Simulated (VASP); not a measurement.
# TaN in VASP: notebook

TaN is run at these levels: PBE; tasks: single point.

All numbers are computed with VASP 6.6.1; they aren't measurements. Logs are shortened: lines on timing, memory, paths and dates and some standing lists are left out, and cuts for length are marked.

**1. The cell of the first run**

It takes space group P6_3mc (No. 186, hexagonal). Conventional cell: a = 3.050 Å, b = 3.050 Å, c = 4.940 Å, α = 90.00°, β = 90.00°, γ = 120.00°. Ta (site symmetry 3m) has 4 N at 1.85 to 1.90 Å within 2.5 Å. Within 2.5 Å of N (site symmetry 3m) lie 4 Ta at 1.85 to 1.90 Å.

**2. Single point, PBE**

INCAR

```
SYSTEM = TaN
PREC     = Accurate       ! precision mode
ENCUT    = 520            ! plane-wave cutoff, eV
EDIFF    = 1E-7           ! SCF threshold, eV
ISMEAR   = -1             ! smearing method
SIGMA    = 0.01           ! smearing width, eV
LREAL    = .FALSE.        ! projectors in reciprocal space
LASPH    = .TRUE.         ! aspherical terms in the spheres
NELM     = 100            ! most SCF steps
ALGO     = Normal         ! electronic algorithm
ISIF     = 2              ! what is computed and relaxed
LWAVE    = .FALSE.        ! write WAVECAR
LCHARG   = .FALSE.        ! write CHGCAR
GGA      = PE             ! functional
NBANDS   = 24             ! bands
```

KPOINTS

```
regular mesh
0
G
  9 9 5
  0 0 0
```

POSCAR

```
TaN
1.0
    3.0500010905      0.0000000000      0.0000000000
   -1.5250005453      2.6413784260      0.0000000000
    0.0000000000      0.0000000000      4.9400000000
Ta N
2 2
Direct
    0.3333333333      0.6666666667      0.0000000000
    0.6666666667      0.3333333333      0.5000000000
    0.3333333333      0.6666666667      0.3850000000
    0.6666666667      0.3333333333      0.8850000000
```

Potentials or basis: VASP PAW PBE potentials, release 64 (Ta_pv, N).

On the command line:

```bash
$ cat potpaw_PBE.64/Ta_pv/POTCAR potpaw_PBE.64/N/POTCAR > POTCAR
$ mpirun -np 1 vasp_std > vasp.out
```

OUTCAR:

```text
SYSTEM = TaN
   PREC = Accurate
   ENCUT = 520
   EDIFF = 1E-7
   ISMEAR = -1
   LREAL = .FALSE.
   LASPH = .TRUE.
   NELM = 100
   ISIF = 2
   GGA = PE

 ion  position               nearest neighbor table
   1  0.333  0.667  0.000-   4 1.85   4 1.85   4 1.85   3 1.90   2 3.03   2 3.03   2 3.03   2 3.03
                             2 3.03   2 3.03
   2  0.667  0.333  0.500-   3 1.85   3 1.85   3 1.85   4 1.90   1 3.03   1 3.03   1 3.03   1 3.03
                             1 3.03   1 3.03
   3  0.333  0.667  0.385-   2 1.85   2 1.85   2 1.85   1 1.90
   4  0.667  0.333  0.885-   1 1.85   1 1.85   1 1.85   2 1.90

  LATTYP: Found a hexagonal cell.
 ALAT       =     3.0500010905
 C/A-ratio  =     1.6196715520

  Lattice vectors:

 A1 = (   3.0500010905,   0.0000000000,   0.0000000000)
 A2 = (  -1.5250005453,   2.6413784260,   0.0000000000)
 A3 = (   0.0000000000,   0.0000000000,   4.9400000000)

Analysis of symmetry for initial positions (statically):
=====================================================================
 Subroutine PRICEL returns:
 Original cell was already a primitive cell.

 Routine SETGRP: Setting up the symmetry group for a
 hexagonal supercell.

 Subroutine GETGRP returns: Found 12 space group operations
 (whereof  6 operations were pure point group operations)
 out of a pool of 24 trial point group operations.

The static configuration has the point symmetry C_3v.
 The point group associated with its full space group is C_6v.

Analysis of symmetry for dynamics (positions and initial velocities):
=====================================================================
 Subroutine PRICEL returns:
 Original cell was already a primitive cell.

 Routine SETGRP: Setting up the symmetry group for a
 hexagonal supercell.

 Subroutine GETGRP returns: Found 12 space group operations
 (whereof  6 operations were pure point group operations)
 out of a pool of 24 trial point group operations.

The dynamic configuration has the point symmetry C_3v.
 The point group associated with its full space group is C_6v.

 Subroutine INISYM returns: Found 12 space group operations
 (whereof  6 operations are pure point group operations),
 and found     1 'primitive' translations

----------------------------------------------------------------------------------------

                                     Primitive cell

[... 92 lines left out ...]
   ENCUT  =  520.0 eV  38.22 Ry    6.18 a.u.   5.67  5.67  9.19*2*pi/ulx,y,z
   NELM   =    100;   NELMIN=  2; NELMDL= -5     # of ELM steps
   EDIFF  = 0.1E-06   stopping-criterion for ELM
   LREAL  =      F    real-space projection
   EDIFFG = 0.1E-05   stopping-criterion for IOM
   NSW    =      0    number of steps for IOM
   IBRION =     -1    ionic relax: 0-MD 1-quasi-New 2-CG
   NFREE  =      0    steps in history (QN), initial steepest desc. (CG)
   ISIF   =      2    stress and relaxation
   ISYM   =      2    0-nonsym 1-usesym 2-fastsym
   POTIM  = 0.5000    time-step for ionic-motion
   TEBEG  =    0.0;   TEEND  =   0.0 temperature during run
   PSTRESS=    0.0 pullay stress
   NELECT =      32.0000    total number of electrons
   NUPDOWN=      -1.0000    fix difference up-down
   EMIN   =  10.00;   EMAX   =-10.00  energy-range for DOS
   EFERMI =   0.00;   METHOD = LEGACY
   ISMEAR =    -1;   SIGMA  =   0.01  broadening in eV -4-tet -1-fermi 0-gaus
   EFERMI_NEDOS =   21; number of points for ismear=-14 and -15
   IALGO  =     38    algorithm
   IMIX   =      4    mixing-type and parameters
     AMIX     =   0.40;   BMIX     =  1.00
     AMIX_MAG =   1.60;   BMIX_MAG =  1.00
  volume/ion in A,a.u.               =       9.95        67.14
  Fermi-wavevector in a.u.,A,eV,Ry     =   1.522319  2.876766 31.530886  2.317455
  Thomas-Fermi vector in A             =   2.630914
   LORBIT       =      0    0 simple, 1 ext, 2 COOP (PROOUT), +10 PAW based schemes
   GGA     = PE    functional components
   LHFCALC =     F    Hartree Fock is set to
   AEXX    =    0.0000 exact exchange contribution
   IVDW    =     0    specifies the selected vdW correction
   LEPSILON=     F    determine dielectric tensor
   LRPA    =     F    only Hartree local field effects (RPA)
 non-spin polarized calculation
  energy-cutoff  :      520.00
  volume of cell :       39.80
 maximum number of plane-waves:      1092
 NGX is ok and might be reduce to    24
   NGX = 11   NGY = 11   NGZ = 19

 number of electron      32.0000000 magnetization

 Free energy of the ion-electron system (eV)
  ---------------------------------------------------
  ext. energy  EPLUGINS =         0.00000000
  ---------------------------------------------------
  free energy    TOTEN  =       -37.65870998 eV

  energy without entropy =      -37.65766951  energy(sigma->0) =      -37.65818975

 E-fermi :   9.8167     XC(G=0): -13.5442

 val. band max:        9.7812507991   @ k =   0.2222   0.0000   0.0000
 cond. band min:       9.8233106913   @ k =   0.1111   0.1111   0.4000
 fundamental gap:      0.0420598922
 Fermi energy:         9.8166625119

 k-point     1 :       0.0000    0.0000    0.0000
  band No.  band energies     occupation
      1     -26.3305      2.00000
      2     -25.2292      2.00000
      3     -25.2292      2.00000
      4     -25.0383      2.00000
      5     -25.0383      2.00000
      6     -24.9758      2.00000
[... 637 lines left out ...]
     23      17.4081      0.00000
     24      17.4081      0.00000

 [... further k-points ...]

------------------------ aborting loop because EDIFF is reached ----------------------------------------

  FORCE on cell =-STRESS in cart. coord.  units (eV):
  Direction    XX          YY          ZZ          XY          YZ          ZX
  --------------------------------------------------------------------------------------
  -------------------------------------------------------------------------------------
  Total       36.9620277     36.9620277     30.6845320     -0.0000000     -0.0000000     -0.0000000
  in kB     1488.0201117   1488.0201118   1235.3002120     -0.0000000     -0.0000000     -0.0000000
  external PRESSURE =    1403.7801451 kB  Pullay stress =       0.0000000 kB

 VOLUME and BASIS-vectors are now :
 -----------------------------------------------------------------------------
  energy-cutoff  :      520.00
  volume of cell :       39.80
      direct lattice vectors                 reciprocal lattice vectors
     3.050001090  0.000000000  0.000000000     0.327868735  0.189295103  0.000000000
    -1.525000545  2.641378426  0.000000000     0.000000000  0.378590205  0.000000000
     0.000000000  0.000000000  4.940000000     0.000000000  0.000000000  0.202429150

 POSITION                                       TOTAL-FORCE (eV/Angst)
 -----------------------------------------------------------------------------------
     -0.00000      1.76092      0.00000        -0.000000      0.000000      2.359452
      1.52500      0.88046      2.47000         0.000000      0.000000      2.359452
     -0.00000      1.76092      1.90190         0.000000      0.000000     -2.359452
      1.52500      0.88046      4.37190        -0.000000      0.000000     -2.359452
 -----------------------------------------------------------------------------------
    total drift:                               -0.000000      0.000000      0.000557

  FREE ENERGIE OF THE ION-ELECTRON SYSTEM (eV)
  ---------------------------------------------------
  free  energy   TOTEN  =       -37.6587099812 eV

  energy  without entropy=      -37.6576695130  energy(sigma->0) =      -37.65818975
```

OSZICAR:

```text
N       E                     dE             d eps       ncg     rms          rms(c)
DAV:   1     0.290385809555E+03    0.29039E+03   -0.17770E+04  1728   0.144E+03
DAV:   2    -0.307661490940E+02   -0.32115E+03   -0.30677E+03  2112   0.427E+02
DAV:   3    -0.447872226272E+02   -0.14021E+02   -0.13891E+02  2168   0.893E+01
DAV:   4    -0.449076111633E+02   -0.12039E+00   -0.12031E+00  1944   0.889E+00
DAV:   5    -0.449088373364E+02   -0.12262E-02   -0.12260E-02  2176   0.783E-01    0.600E+01
DAV:   6    -0.377559866795E+02    0.71529E+01   -0.23944E+01  2016   0.383E+01    0.254E+01
DAV:   7    -0.376964738152E+02    0.59513E-01   -0.93225E-01  1824   0.777E+00    0.136E+01
DAV:   8    -0.376628247093E+02    0.33649E-01   -0.47105E-02  2136   0.157E+00    0.160E+00
DAV:   9    -0.376586425004E+02    0.41822E-02   -0.11070E-02  2048   0.775E-01    0.136E-01
DAV:  10    -0.376587126257E+02   -0.70125E-04   -0.53650E-04  2072   0.187E-01    0.275E-02
DAV:  11    -0.376587104809E+02    0.21448E-05   -0.10841E-05  2072   0.264E-02    0.121E-02
DAV:  12    -0.376587102258E+02    0.25517E-06   -0.14702E-06  2080   0.110E-02    0.395E-03
DAV:  13    -0.376587099767E+02    0.24905E-06   -0.27294E-07  1744   0.428E-03    0.186E-03
DAV:  14    -0.376587099812E+02   -0.44765E-08   -0.26450E-08  1072   0.134E-03
   1 F= -.37658710E+02 E0= -.37658190E+02  d E =-.104047E-02
```

Wall time 51 s (1 thread of AMD EPYC 7R13, shared host); peak memory 0.15 GiB.

What came out:

```
Free energy            : -37.6587 eV
Pressure               : 140.4 GPa
Largest force          : 2.359 eV/Å
Band gap on the k mesh : zero (band 16 reaches 10.35 eV, above the bottom of band 17 at 8.14 eV)
```

Forces in eV/Å, atoms in the order of the input:
```
Ta   0.000  0.000  2.359
Ta   0.000  0.000  2.359
N    0.000  0.000 -2.359
N    0.000  0.000 -2.359
```

Stress tensor (GPa, compression positive):
```
148.80   0.00   0.00
  0.00 148.80   0.00
  0.00   0.00 123.53
```

Levels at points of the mesh, in eV from the Fermi level:
```
           k point  band 12  band 13  band 14  band 15  band 16  band 17  band 18  band 19  band 20  band 21
(0.00, 0.00, 0.00)    -7.92    -7.92    -7.59    -0.86    -0.86    -0.38     2.12     2.64     2.64     4.53
```

Caveat: spin-orbit coupling is left out, which moves the levels of the heavy elements; forces of over 1 eV/Å act on the atoms, so gaps and moduli don't describe the material at rest.

**3. Single point, PBE (equal xy, yz and zx shear strains of -1 %)**

INCAR

```
PREC     = Accurate       # precision mode
ENCUT    = 520            # plane-wave cutoff, eV
EDIFF    = 1E-6           # SCF threshold, eV
ISMEAR   = -1             # smearing method
SIGMA    = 0.01           # smearing width, eV
LREAL    = False          # projectors in reciprocal space
LASPH    = True           # aspherical terms in the spheres
NELM     = 60             # most SCF steps
ALGO     = Normal         # electronic algorithm
ISIF     = 2              # what is computed and relaxed
LWAVE    = False          # write WAVECAR
LCHARG   = False          # write CHGCAR
GGA      = PE             # functional
NBANDS   = 24             # bands
```

KPOINTS

```
regular mesh
0
Gamma
  9 9 5
```

POSCAR

```
TaN
1.0
    3.0500010905     -0.0152500054     -0.0152500054
   -1.5382074374      2.6490034287     -0.0055818894
   -0.0247000000     -0.0247000000      4.9400000000
Ta N
2 2
Direct
    0.3333333333      0.6666666667      0.0000000000
    0.6666666667      0.3333333333      0.5000000000
    0.3333333333      0.6666666667      0.3850000000
    0.6666666667      0.3333333333      0.8850000000
```

Potentials or basis: VASP PAW PBE potentials, release 64 (Ta_pv, N).

On the command line:

```bash
$ cat potpaw_PBE.64/Ta_pv/POTCAR potpaw_PBE.64/N/POTCAR > POTCAR
$ mpirun -np 1 vasp_std > vasp.out
```

OUTCAR:

```text
PREC = Accurate
   ENCUT = 520
   EDIFF = 1E-6
   ISMEAR = -1
   LREAL = False
   LASPH = True
   NELM = 60
   ISIF = 2
   GGA = PE

 ion  position               nearest neighbor table
   1  0.333  0.667  0.000-   4 1.84   4 1.86   4 1.86   3 1.90   2 3.01   2 3.02   2 3.03   2 3.04
                             2 3.05   2 3.05
   2  0.667  0.333  0.500-   3 1.84   3 1.85   3 1.86   4 1.90   1 3.01   1 3.02   1 3.03   1 3.04
                             1 3.05   1 3.05
   3  0.333  0.667  0.385-   2 1.84   2 1.85   2 1.86   1 1.90
[... 853 lines left out ...]
  Direction    XX          YY          ZZ          XY          YZ          ZX
  --------------------------------------------------------------------------------------
  -------------------------------------------------------------------------------------
  Total       37.0135452     36.9995595     30.6428256      0.5923390      0.1974829      0.1998793
  in kB     1490.2062451   1489.6431641   1233.7140293     23.8482213      7.9508814      8.0473607
  external PRESSURE =    1404.5211461 kB  Pullay stress =       0.0000000 kB

 VOLUME and BASIS-vectors are now :
 -----------------------------------------------------------------------------
  energy-cutoff  :      520.00
  volume of cell :       39.79
      direct lattice vectors                 reciprocal lattice vectors
     3.050001090 -0.015250005 -0.015250005     0.328836491  0.190952280  0.002598944
    -1.538207437  2.649003429 -0.005581889     0.001902559  0.378609231  0.001902559
    -0.024700000 -0.024700000  4.940000000     0.001017283  0.001017283  0.202439323

 POSITION                                       TOTAL-FORCE (eV/Angst)
 -----------------------------------------------------------------------------------
     -0.00880      1.76092     -0.00880         0.670730      0.241731      2.340226
      1.50825      0.86048      2.45797        -0.203367      0.225476      2.328136
     -0.01831      1.75141      1.89310         0.154383     -0.228392     -2.330393
      1.49874      0.85097      4.35987        -0.621747     -0.238814     -2.337968
 -----------------------------------------------------------------------------------
    total drift:                                0.000279      0.000243      0.001499

  FREE ENERGIE OF THE ION-ELECTRON SYSTEM (eV)
  ---------------------------------------------------
  free  energy   TOTEN  =       -37.6511056853 eV

  energy  without entropy=      -37.6502246390  energy(sigma->0) =      -37.65066516
```

OSZICAR:

```text
N       E                     dE             d eps       ncg     rms          rms(c)
DAV:   1     0.291264239625E+03    0.29126E+03   -0.17803E+04  9752   0.144E+03
DAV:   2    -0.307221280303E+02   -0.32199E+03   -0.30698E+03 11712   0.427E+02
DAV:   3    -0.447735838285E+02   -0.14051E+02   -0.13873E+02 12024   0.889E+01
DAV:   4    -0.448997765668E+02   -0.12619E+00   -0.12608E+00 11072   0.900E+00
DAV:   5    -0.449010844281E+02   -0.13079E-02   -0.13076E-02 12184   0.795E-01    0.601E+01
DAV:   6    -0.377456244052E+02    0.71555E+01   -0.23853E+01 11416   0.383E+01    0.254E+01
DAV:   7    -0.376886671793E+02    0.56957E-01   -0.95635E-01 10408   0.779E+00    0.136E+01
DAV:   8    -0.376555452631E+02    0.33122E-01   -0.49853E-02 12048   0.159E+00    0.159E+00
DAV:   9    -0.376510311707E+02    0.45141E-02   -0.12263E-02 11680   0.819E-01    0.137E-01
DAV:  10    -0.376511107083E+02   -0.79538E-04   -0.57102E-04 11608   0.196E-01    0.330E-02
DAV:  11    -0.376511060800E+02    0.46283E-05   -0.17172E-05 12208   0.487E-02    0.113E-02
DAV:  12    -0.376511056853E+02    0.39464E-06   -0.29516E-06 10272   0.204E-02
   1 F= -.37651106E+02 E0= -.37650665E+02  d E =-.881046E-03
```

It took 1.7 min on 1 thread of Intel Xeon Platinum 8259CL at 2.50GHz (Skylake/Cascade Lake), shared host; peak memory 0.29 GiB.

What came out:

```yaml
Free_energy: -37.6511 eV
Pressure: 140.5 GPa
Largest_force: 2.446 eV/Å
Band_gap_on_the_k_mesh: zero (band 16 reaches 10.38 eV, above the bottom of band 17 at 8.17 eV)
```

Forces in eV/Å, atoms in the order of the input:
```
Ta   0.671  0.242  2.340
Ta  -0.203  0.225  2.328
N    0.154 -0.228 -2.330
N   -0.622 -0.239 -2.338
```

Stress tensor (GPa, compression positive):
```
149.02   2.38   0.80
  2.38 148.96   0.80
  0.80   0.80 123.37
```

Caveat: the cell differs from its parent crystal (equal xy, yz and zx shear strains of -1 %); spin-orbit coupling is left out, which moves the levels of the heavy elements; forces of over 1 eV/Å act on the atoms, so gaps and moduli don't describe the material at rest.

**4. Single point, PBE (zz strain of +3 %)**

INCAR

```
ALGO = Normal ; EDIFF = 1E-7
ENCUT = 520 ; GGA = PE
ISIF = 2 ; ISMEAR = -1
LASPH = True ; LCHARG = False
LREAL = False ; LWAVE = False
NBANDS = 24 ; NELM = 80
PREC = Accurate ; SIGMA = 0.01
```

KPOINTS

```
k-points
0
Gamma
  9 9 5
```

POSCAR

```
TaN
1.0
    3.0500010905      0.0000000000      0.0000000000
   -1.5250005453      2.6413784260      0.0000000000
    0.0000000000      0.0000000000      5.0882000000
Ta N
2 2
Direct
    0.3333333333      0.6666666667      0.0000000000
    0.6666666667      0.3333333333      0.5000000000
    0.3333333333      0.6666666667      0.3850000000
    0.6666666667      0.3333333333      0.8850000000
```

On the command line:

```bash
$ cat potpaw_PBE.64/Ta_pv/POTCAR potpaw_PBE.64/N/POTCAR > POTCAR
$ mpirun -np 1 vasp_std > vasp.out
```

Wall time 14 s (1 thread of Intel Xeon 6975P-C (Granite Rapids), shared host); peak memory 0.17 GiB.

Results (log left out):

| Quantity | Value |
| --- | --- |
| Free energy | -38.4791 eV |
| Pressure | 121.5 GPa |
| Largest force | 3.670 eV/Å |
| Band gap on the k mesh | zero (band 16 reaches 10.08 eV, above the bottom of band 17 at 7.84 eV) |

Forces on the atoms (eV/Å):
```
Ta   0.000  0.000  3.670
Ta   0.000  0.000  3.670
N    0.000  0.000 -3.670
N    0.000  0.000 -3.670
```

Stress tensor (GPa, compression positive):
```
133.58   0.00   0.00
  0.00 133.58   0.00
  0.00   0.00  97.47
```

Levels at points of the mesh, in eV from the Fermi level:
```csv
k point,band 13,band 14,band 15,band 16,band 17,band 18,band 19,band 20
"(0.00, 0.00, 0.00)",-7.79,-7.75,-0.59,-0.59,-0.43,2.23,2.59,2.59
```

Caveat: the cell differs from its parent crystal (zz strain of +3 %); spin-orbit coupling is left out, which moves the levels of the heavy elements; forces of over 1 eV/Å act on the atoms, so gaps and moduli don't describe the material at rest.

[end of part 1 of 2]
